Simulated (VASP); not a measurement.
PbF2 (Fluorocronite): vibrations by perturbation theory with PBEsol

The system is PbF2 (Fluorocronite).

```
Pb F
1.0
     2.85046    2.85046    0.00000
    -2.85046    2.85046    0.00000
     0.00000    2.85046    2.85046
Pb F
1 2
Direct
  0.00000 0.00000 0.00000
  0.25000 0.75000 0.50000
  0.75000 0.25000 0.50000
```

```
Program                : VASP 6.6.1
Task                   : vibrations by perturbation theory
Functional             : PBEsol
Potentials or basis    : VASP PAW PBE potentials, release 64 (Pb_d, F)
Cutoff                 : 520 eV
k mesh                 : 8 × 8 × 8
Occupations            : gaussian, width 0.01 eV
Spin                   : no spin polarisation
Dipole correction      : no
Further INCAR settings : ALGO = Normal; EDIFF = 1e-08; IBRION = 8; NSW = 1
```

- Highest phonon frequency at Γ, LO-TO splitting left out: 297 cm⁻¹

Phonon frequencies in cm⁻¹ (negative: imaginary):
| q point | frequencies |
| --- | --- |
| (0.000, 0.000, 0.000) | 0 0 0 171 171 171 297 297 297 |

Wall time 110 s on 1 thread of Intel(R) Xeon(R) 6975P-C (Granite Rapids), on a shared host, peak memory 0.3 GiB.

Caveat: the cell wasn't relaxed at this level first, which shifts response properties.
